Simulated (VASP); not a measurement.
# LiC18 in VASP: a series of runs

The runs below take LiC18 through single point, with PBE.

Everything below comes from runs of VASP 6.6.1. Logs are shortened: lines on timing, memory, paths and dates and some standing lists are left out, and cuts for length are marked.

### Step 1. The cell of the first run

The cell holds a slab with vacuum, 19 atoms: a = 7.398 Å, b = 7.398 Å, c = 11.000 Å, α = 90.00°, β = 90.00°, γ = 120.00°.

### Step 2. Single point, PBE, collinear spin, zero start

INCAR

```
SYSTEM = LiC18
PREC = Accurate
ENCUT = 520
EDIFF = 1E-6
ISMEAR = -1
SIGMA = 0.05
LREAL = Auto
LASPH = .TRUE.
NELM = 150
ALGO = Normal
ISIF = 2
LWAVE = .FALSE.
LCHARG = .TRUE.
ISPIN = 2
MAGMOM = 0 0 0 0 0 0 0 0 0 0 0 0 0 0 0 0 0 0 0
LORBIT = 11
GGA = PE
LELF = .TRUE.
LVHAR = .TRUE.
NBANDS = 56
```

KPOINTS

```
regular mesh
0
G
  2 2 1
  0 0 0
```

POSCAR

```
LiC18
1.0
    7.3980000000      0.0000000000      0.0000000000
   -3.6990000000      6.4068560000      0.0000000000
    0.0000000000      0.0000000000     11.0000000000
C Li
18 1
Direct
   -0.0043661015     -0.0079522624      0.0930462727
    0.2178257335      0.1032489258      0.0926470000
   -0.0045996164      0.3247329111      0.0948478182
    0.2184171625      0.4361771203      0.0924121818
   -0.0045765874      0.6591704262      0.0924187273
    0.2186779065      0.7712333475      0.0877435455
    0.3297012919     -0.0066455372      0.0905560000
    0.5515030218      0.1033620859      0.0920995455
    0.3294810955      0.3250105824      0.0932404545
    0.5512942705      0.4363876760      0.0930449091
    0.3304802920      0.6594323331      0.0877369091
    0.5526013299      0.7704554309      0.0905519091
    0.6626083817     -0.0077429554      0.0921001818
    0.8843688140      0.1026086742      0.0942092727
    0.6618549749      0.3251224938      0.0942102727
    0.8839788182      0.4361541761      0.0948485455
    0.6624954796      0.6585794967      0.0926444545
    0.8842571115      0.7702344176      0.0932442727
    0.1613972435      0.6020937571      0.2502160909
```

Potentials or basis: VASP PAW PBE potentials, release 64 (C, Li_sv).

On the command line:

```console
cat potpaw_PBE.64/C/POTCAR potpaw_PBE.64/Li_sv/POTCAR > POTCAR
mpirun -np 1 vasp_std > vasp.out
```

OUTCAR:

```text
SYSTEM = LiC18
   PREC = Accurate
   ENCUT = 520
   EDIFF = 1E-6
   ISMEAR = -1
   LREAL = Auto
   LASPH = .TRUE.
   NELM = 150
   ISIF = 2
   ISPIN = 2
   LORBIT = 11
   GGA = PE

 ion  position               nearest neighbor table
   1  0.996  0.992  0.093-  18 1.42  14 1.42   2 1.42
   2  0.218  0.103  0.093-   9 1.42   7 1.42   1 1.42
   3  0.995  0.325  0.095-  14 1.42  16 1.43   4 1.43
   4  0.218  0.436  0.092-   9 1.42   3 1.43  11 1.43  19 2.28
   5  0.995  0.659  0.092-  18 1.42  16 1.43   6 1.43  19 2.28
   6  0.219  0.771  0.088-   7 1.42   5 1.43  11 1.43  19 2.10
   7  0.330  0.993  0.091-   2 1.42   8 1.42   6 1.42
   8  0.552  0.103  0.092-  15 1.42   7 1.42  13 1.42
   9  0.329  0.325  0.093-   2 1.42  10 1.42   4 1.42
  10  0.551  0.436  0.093-   9 1.42  15 1.42  17 1.42
  11  0.330  0.659  0.088-  12 1.42   4 1.43   6 1.43  19 2.10
  12  0.553  0.770  0.091-  17 1.42  13 1.42  11 1.42
  13  0.663  0.992  0.092-  14 1.42  12 1.42   8 1.42
  14  0.884  0.103  0.094-  13 1.42   1 1.42   3 1.42
  15  0.662  0.325  0.094-   8 1.42  10 1.42  16 1.42
  16  0.884  0.436  0.095-  15 1.42   3 1.43   5 1.43
  17  0.662  0.659  0.093-  18 1.42  12 1.42  10 1.42
  18  0.884  0.770  0.093-  17 1.42   1 1.42   5 1.42
  19  0.161  0.602  0.250-  11 2.10   6 2.10   4 2.28   5 2.28

  LATTYP: Found a hexagonal cell.
 ALAT       =     7.3980000000
 C/A-ratio  =     1.4868883482

  Lattice vectors:

 A1 = (   7.3980000000,   0.0000000000,   0.0000000000)
 A2 = (  -3.6990000000,   6.4068560000,   0.0000000000)
 A3 = (   0.0000000000,   0.0000000000,  11.0000000000)

Analysis of symmetry for initial positions (statically):
=====================================================================
 Subroutine PRICEL returns:
 Original cell was already a primitive cell.

 Routine SETGRP: Setting up the symmetry group for a
 hexagonal supercell.

 Subroutine GETGRP returns: Found  1 space group operations
 (whereof  1 operations were pure point group operations)
 out of a pool of 24 trial point group operations.

The static configuration has the point symmetry C_1 .

Analysis of symmetry for dynamics (positions and initial velocities):
=====================================================================
 Subroutine PRICEL returns:
 Original cell was already a primitive cell.

 Routine SETGRP: Setting up the symmetry group for a
 hexagonal supercell.

 Subroutine GETGRP returns: Found  1 space group operations
[... 173 lines left out ...]
  ---------------------------------------------------
  ext. energy  EPLUGINS =         0.00000000
  ---------------------------------------------------
  free energy    TOTEN  =      -167.64567229 eV

  energy without entropy =     -167.64567173  energy(sigma->0) =     -167.64567201

 E-fermi :   0.1261     XC(G=0):  -4.0407

 val. band max:       -0.6179248059   @ k =   0.0000   0.0000   0.0000
 cond. band min:       0.8582123284   @ k =   0.0000   0.0000   0.0000
 fundamental gap:      1.4761371343
 Fermi energy:         0.1260838091

 spin component 1

 k-point     1 :       0.0000    0.0000    0.0000
  band No.  band energies     occupation
      1     -49.1229      1.00000
      2     -20.0901      1.00000
      3     -17.6630      1.00000
      4     -17.5470      1.00000
      5     -17.5453      1.00000
      6     -17.3975      1.00000
[... 197 lines left out ...]
     48       4.2035      0.00000
     49       4.5652      0.00000
 Fermi energy:         0.1260838091

 spin component 2

 k-point     1 :       0.0000    0.0000    0.0000
  band No.  band energies     occupation
      1     -49.1229      1.00000
      2     -20.0901      1.00000
      3     -17.6630      1.00000
      4     -17.5470      1.00000
      5     -17.5453      1.00000
      6     -17.3975      1.00000
[... 197 lines left out ...]
     48       4.2035      0.00000
     49       4.5652      0.00000
 [bands above 49 left out]

------------------------ aborting loop because EDIFF is reached ----------------------------------------

  FORCE on cell =-STRESS in cart. coord.  units (eV):
  Direction    XX          YY          ZZ          XY          YZ          ZX
  --------------------------------------------------------------------------------------
  -------------------------------------------------------------------------------------
  Total        5.5975073      5.5860946     -0.3757239     -0.0228198     -0.6169972     -0.3697526
  in kB       17.2009835     17.1659125     -1.1545889     -0.0701247     -1.8960150     -1.1362393
  external PRESSURE =      11.0707690 kB  Pullay stress =       0.0000000 kB

 VOLUME and BASIS-vectors are now :
 -----------------------------------------------------------------------------
  energy-cutoff  :      520.00
  volume of cell :      521.38
      direct lattice vectors                 reciprocal lattice vectors
     7.398000000  0.000000000  0.000000000     0.135171668  0.078041398  0.000000000
    -3.699000000  6.406856000  0.000000000     0.000000000  0.156082796  0.000000000
     0.000000000  0.000000000 11.000000000     0.000000000  0.000000000  0.090909091

 POSITION                                       TOTAL-FORCE (eV/Angst)
 -----------------------------------------------------------------------------------
      3.69611      6.35591      1.02351         0.013354      0.026730     -0.000787
      1.22956      0.66150      1.01912         0.011167      0.023125      0.004089
      6.16278      2.08052      1.04333         0.018499      0.015141      0.011428
      0.00243      2.79452      1.01653         0.014673      0.017800      0.006801
      4.92587      4.22321      1.01661         0.006404      0.023026      0.002463
     -1.23501      4.94118      0.96518         0.010695      0.023446      0.018710
[... 11 lines left out ...]
      3.69264      4.93478      1.02569         0.006557      0.016961     -0.002641
     -1.03313      3.85753      2.75238        -0.209574     -0.359210     -0.070901
 -----------------------------------------------------------------------------------
    total drift:                               -0.001387     -0.016687     -0.039156

  FREE ENERGIE OF THE ION-ELECTRON SYSTEM (eV)
  ---------------------------------------------------
  free  energy   TOTEN  =      -167.6456722936 eV

  energy  without entropy=     -167.6456717319  energy(sigma->0) =     -167.64567201

 total charge

# of ion       s       p       d       tot
------------------------------------------
    1        0.861   1.795   0.000   2.657
    2        0.861   1.797   0.000   2.658
    3        0.859   1.793   0.000   2.652
    4        0.858   1.797   0.000   2.655
    5        0.858   1.797   0.000   2.655
    6        0.858   1.804   0.000   2.662
[... 11 lines left out ...]
   18        0.861   1.799   0.000   2.659
   19        2.007   0.050   0.000   2.057
--------------------------------------------------
tot         17.487  32.409   0.000  49.896

 magnetization (x)

# of ion       s       p       d       tot
------------------------------------------
    1       -0.000  -0.000   0.000  -0.000
    2       -0.000   0.000   0.000  -0.000
    3       -0.000  -0.000   0.000  -0.000
    4        0.000  -0.000   0.000  -0.000
    5       -0.000  -0.000   0.000  -0.000
    6       -0.000  -0.000   0.000  -0.000
[... 11 lines left out ...]
   18       -0.000   0.000   0.000   0.000
   19       -0.000  -0.000   0.000  -0.000
--------------------------------------------------
tot         -0.000   0.000   0.000  -0.000
```

OSZICAR:

```text
N       E                     dE             d eps       ncg     rms          rms(c)
DAV:   1     0.597623440269E+03    0.59762E+03   -0.30380E+04   896   0.108E+03
[... 17 lines left out ...]
DAV:  19    -0.167645609540E+03   -0.15029E-03   -0.29484E-05   976   0.119E-02    0.552E-03
DAV:  20    -0.167645647977E+03   -0.38437E-04   -0.60894E-06   880   0.568E-03    0.341E-03
DAV:  21    -0.167645662304E+03   -0.14327E-04   -0.14048E-06   888   0.425E-03    0.102E-03
DAV:  22    -0.167645668256E+03   -0.59527E-05   -0.46311E-07   712   0.249E-03    0.581E-04
DAV:  23    -0.167645670393E+03   -0.21366E-05   -0.12827E-07   752   0.121E-03    0.404E-04
DAV:  24    -0.167645671746E+03   -0.13535E-05   -0.61861E-08   688   0.796E-04    0.205E-04
DAV:  25    -0.167645672294E+03   -0.54728E-06   -0.23568E-08   800   0.468E-04
   1 F= -.16764567E+03 E0= -.16764567E+03  d E =-.561733E-06  mag=    -0.0000
```

stdout:

```text
POSCAR found type information on POSCAR C Li
 POSCAR found :  2 types and      19 ions
 scaLAPACK will be used
 LDA part: xc-table for (Slater+PW92), standard interpolation
 POSCAR, INCAR and KPOINTS ok, starting setup
 FFT: planning ... GRIDC
 FFT: planning ... GRID_SOFT
 FFT: planning ... GRID
 WAVECAR not read
 entering main loop
```

Wall time 5.5 min (1 thread of Intel Xeon 6975P-C (Granite Rapids), shared host); peak memory 0.79 GiB.

What came out:

```yaml
Free_energy: -167.6457 eV
Largest_force: 0.422 eV/Å
Net_moment: 0.00 μB per cell
Valence_electrons_inside_the_program's_atomic_spheres: C 2.66, 2.65 (each value once); Li 2.06
```

Forces in eV/Å, atoms in the order of the input:
```
C    0.013  0.027 -0.001
C    0.011  0.023  0.004
C    0.018  0.015  0.011
C    0.015  0.018  0.007
C    0.006  0.023  0.002
C    0.011  0.023  0.019
C    0.014  0.017  0.001
C    0.013  0.015 -0.002
C    0.007  0.019 -0.003
C    0.014  0.023 -0.006
C    0.011  0.028  0.018
C    0.014  0.018  0.000
C    0.009  0.014  0.004
C    0.014  0.019  0.001
C    0.011  0.025  0.005
C    0.007  0.017  0.011
C    0.013  0.018  0.000
C    0.007  0.017 -0.003
Li  -0.210 -0.359 -0.071
```

Caveat: the k points lie up to 0.49 Å⁻¹ apart; the cutoff is under 1.25 times the usual one of these potentials, so pressure, stress and relaxed cells hold a basis-set (Pulay) error.

### Step 3. Single point, PBE, collinear spin, zero start

INCAR

```
ALGO = Normal
EDIFF = 1E-6
ENCUT = 520
GGA = PE
ISIF = 2
ISMEAR = -1
ISPIN = 2
LASPH = T
LCHARG = T
LELF = T
LORBIT = 11
LREAL = Auto
LVHAR = T
LWAVE = F
MAGMOM = 0 0 0 0 0 0 0 0 0 0 0 0 0 0 0 0 0 0 0
NBANDS = 56
NELM = 150
PREC = Accurate
SIGMA = 0.05
```

KPOINTS

```
k-points
0
Gamma
  2 2 1
```

POSCAR

```
LiC18
1.0
    7.3980000000      0.0000000000      0.0000000000
   -3.6990000000      6.4068560000      0.0000000000
    0.0000000000      0.0000000000     11.0000000000
C Li
18 1
Direct
   -0.0043229824     -0.0079260405      0.0929249091
    0.2178142778      0.1033684853      0.0928140000
   -0.0046864998      0.3248332724      0.0940200000
    0.2180425935      0.4361265494      0.0920988182
   -0.0046295929      0.6587978565      0.0921040909
    0.2183183116      0.7709472478      0.0858403636
    0.3296574958     -0.0067171792      0.0903096364
    0.5516574031      0.1035156713      0.0919516364
    0.3294104219      0.3251804005      0.0933392727
    0.5513185817      0.4364327839      0.0929234545
    0.3301921453      0.6590747474      0.0858301818
    0.5525276979      0.7704136007      0.0903046364
    0.6627598632     -0.0075862482      0.0919522727
    0.8845635566      0.1028946179      0.0937735455
    0.6621388978      0.3253191581      0.0937731818
    0.8840772335      0.4360695792      0.0940190909
    0.6626132418      0.6585698196      0.0928106364
    0.8844251253      0.7701657412      0.0933421818
    0.2170786422      0.6577385226      0.2576863636
```

Potentials or basis: VASP PAW PBE potentials, release 64 (C, Li_sv).

On the command line:

```console
cat potpaw_PBE.64/C/POTCAR potpaw_PBE.64/Li_sv/POTCAR > POTCAR
mpirun -np 1 vasp_std > vasp.out
```

Run time: 5.2 min. Hardware: 1 thread of Intel Xeon 6975P-C (Granite Rapids), shared host; peak memory 0.78 GiB.

Results (log left out):

```
Free energy                                           : -167.4715 eV
Largest force                                         : 0.338 eV/Å
Net moment                                            : 0.00 μB per cell
Valence electrons inside the program's atomic spheres : C 2.66, 2.65, 2.67 (each value once); Li 2.05
```

Forces in eV/Å, atoms in the order of the input:
```
C    0.011  0.022  0.000
C    0.009  0.016  0.002
C    0.009  0.013  0.011
C    0.013  0.011  0.012
C    0.003  0.021  0.008
C    0.012  0.024 -0.005
C    0.012  0.014 -0.010
C    0.009  0.011 -0.007
C    0.003  0.017 -0.002
C    0.014  0.019 -0.003
C    0.014  0.025 -0.003
C    0.013  0.015 -0.011
C    0.006  0.012 -0.003
C    0.011  0.015 -0.006
C    0.006  0.020  0.003
C    0.009  0.013  0.012
C    0.010  0.012  0.003
C    0.006  0.013 -0.001
Li  -0.169 -0.293  0.000
```

Levels at points of the mesh, in eV from the Fermi level:
Spin up:
```csv
k point,band 34,band 35,band 36,band 37,band 38,band 39,band 40,band 41
"(0.00, 0.00, 0.00)",-3.57,-3.56,-0.80,-0.77,-0.65,-0.64,0.61,2.68
"(0.50, 0.00, 0.00)",-3.46,-3.30,-3.28,-2.98,0.84,0.95,1.61,1.78
"(0.00, 0.50, 0.00)",-3.46,-3.30,-3.28,-2.98,0.84,0.95,1.61,1.78
"(0.50, 0.50, 0.00)",-3.45,-3.34,-3.26,-2.99,0.80,1.07,1.61,1.66
```
Spin down:
```csv
k point,band 33,band 34,band 35,band 36,band 37,band 38,band 39,band 40,band 41,band 42
"(0.00, 0.00, 0.00)",-5.15,-3.57,-3.56,-0.80,-0.77,-0.65,-0.64,0.61,2.68,3.25
"(0.50, 0.00, 0.00)",-3.54,-3.46,-3.30,-3.28,-2.98,0.84,0.95,1.61,1.78,1.87
"(0.00, 0.50, 0.00)",-3.54,-3.46,-3.30,-3.28,-2.98,0.84,0.95,1.61,1.78,1.87
"(0.50, 0.50, 0.00)",-3.54,-3.45,-3.34,-3.26,-2.99,0.80,1.07,1.61,1.66,1.87
```

Caveat: the k points lie up to 0.49 Å⁻¹ apart; the cutoff is under 1.25 times the usual one of these potentials, so pressure, stress and relaxed cells hold a basis-set (Pulay) error.

### Step 4. Single point, PBE, collinear spin, zero start

INCAR

```
PREC = Accurate
ENCUT = 520
EDIFF = 1E-6
ISMEAR = -1
SIGMA = 0.05
LREAL = Auto
LASPH = T
NELM = 150
ALGO = Normal
ISIF = 2
LWAVE = F
LCHARG = F
ISPIN = 2
MAGMOM = 0 0 0 0 0 0 0 0 0 0 0 0 0 0 0 0 0 0 0
LORBIT = 11
GGA = PE
NBANDS = 56
```

KPOINTS

```
Automatic mesh
0
Gamma
  2 2 1
```

POSCAR

```
LiC18
1.0
    7.3980000000      0.0000000000      0.0000000000
   -3.6990000000      6.4068560000      0.0000000000
    0.0000000000      0.0000000000     11.0000000000
C Li
18 1
Direct
   -0.0041006052     -0.0077037786      0.0929228182
    0.2178077469      0.1035484487      0.0933408182
   -0.0044409344      0.3252130218      0.0919552727
    0.2175601017      0.4354475893      0.0903030000
   -0.0053074387      0.6583161850      0.0903086364
    0.2170301639      0.7696594086      0.0858356364
    0.3291769592     -0.0073952029      0.0921029091
    0.5519040918      0.1038960451      0.0940151818
    0.3294034284      0.3253605200      0.0928137273
    0.5515405534      0.4366550458      0.0929216364
    0.3289028687      0.6577851914      0.0858255455
    0.5518486565      0.7699322413      0.0920978182
    0.6631397035     -0.0073399496      0.0940150000
    0.8850778204      0.1034092229      0.0937722727
    0.6626536243      0.3258336070      0.0937713636
    0.8844574584      0.4363155657      0.0919539091
    0.6627931788      0.6585631080      0.0933376364
    0.8846054678      0.7701590296      0.0928164545
    0.3300142824      0.7706744150      0.2577086364
```

On the command line:

```console
cat potpaw_PBE.64/C/POTCAR potpaw_PBE.64/Li_sv/POTCAR > POTCAR
mpirun -np 1 vasp_std > vasp.out
```

Wall time 6 min (1 thread of Intel Xeon 6975P-C (Granite Rapids), shared host); peak memory 0.78 GiB.

The run converged. Its results:

- Free energy: -167.4709 eV
- Largest force: 0.336 eV/Å
- Net moment: 0.00 μB per cell
- Valence electrons inside the program's atomic spheres: C 2.66, 2.67, 2.65 (each value once); Li 2.05

Forces on the atoms (eV/Å):
```
C   -0.008 -0.012 -0.001
C   -0.011 -0.015  0.000
C   -0.008 -0.015 -0.002
C   -0.007 -0.020 -0.006
C   -0.005 -0.013 -0.008
C   -0.012 -0.020 -0.005
C   -0.014 -0.015  0.010
C   -0.010 -0.022  0.017
C   -0.016 -0.017 -0.001
C   -0.005 -0.015 -0.005
C   -0.010 -0.020 -0.003
C   -0.009 -0.019  0.003
C   -0.014 -0.015  0.010
C   -0.002 -0.014 -0.007
C   -0.009 -0.011  0.002
C   -0.011 -0.013 -0.004
C   -0.010 -0.016  0.002
C   -0.008 -0.020 -0.004
Li   0.168  0.291  0.001
```

Levels at points of the mesh, in eV from the Fermi level:
Spin up:
| k point | band 35 | band 36 | band 37 | band 38 | band 39 | band 40 |
| --- | --- | --- | --- | --- | --- | --- |
| (0.00, 0.00, 0.00) | -3.56 | -0.80 | -0.77 | -0.65 | -0.64 | 0.61 |
| (0.50, 0.00, 0.00) | -3.30 | -3.28 | -2.98 | 0.84 | 0.95 | 1.61 |
| (0.00, 0.50, 0.00) | -3.30 | -3.28 | -2.98 | 0.84 | 0.95 | 1.61 |
| (0.50, 0.50, 0.00) | -3.34 | -3.26 | -2.99 | 0.80 | 1.07 | 1.61 |
Spin down:
```csv
k point,band 34,band 35,band 36,band 37,band 38,band 39,band 40,band 41
"(0.00, 0.00, 0.00)",-3.57,-3.56,-0.80,-0.77,-0.65,-0.64,0.61,2.68
"(0.50, 0.00, 0.00)",-3.46,-3.30,-3.28,-2.98,0.84,0.95,1.61,1.78
"(0.00, 0.50, 0.00)",-3.46,-3.30,-3.28,-2.98,0.84,0.95,1.61,1.78
"(0.50, 0.50, 0.00)",-3.45,-3.34,-3.26,-2.99,0.80,1.07,1.61,1.66
```

Caveat: the k points lie up to 0.49 Å⁻¹ apart; the cutoff is under 1.25 times the usual one of these potentials, so pressure, stress and relaxed cells hold a basis-set (Pulay) error.

### Step 5. The runs side by side

```csv
cell,gap on the mesh (eV),moment (μB),largest force (eV/Å)
"as given, atomic positions A",none,0.00,0.42
"as given, atomic positions B",none,0.00,0.34
"as given, atomic positions C",none,0.00,0.34
```

Alike in all rows: task single point; level PBE; potentials or basis VASP PAW PBE potentials, release 64 (C, Li_sv); spin collinear, zero start; k mesh 2 × 2 × 1; cutoff (eV) 520; smearing fermi-dirac 0.05 eV.

Caveats: all runs use coarse meshes; the cutoff is under 1.25 times the usual one of these potentials, so pressure, stress and relaxed cells hold a basis-set (Pulay) error.

Total energies depend on the potentials used, so only differences within one code and one set of settings carry meaning.
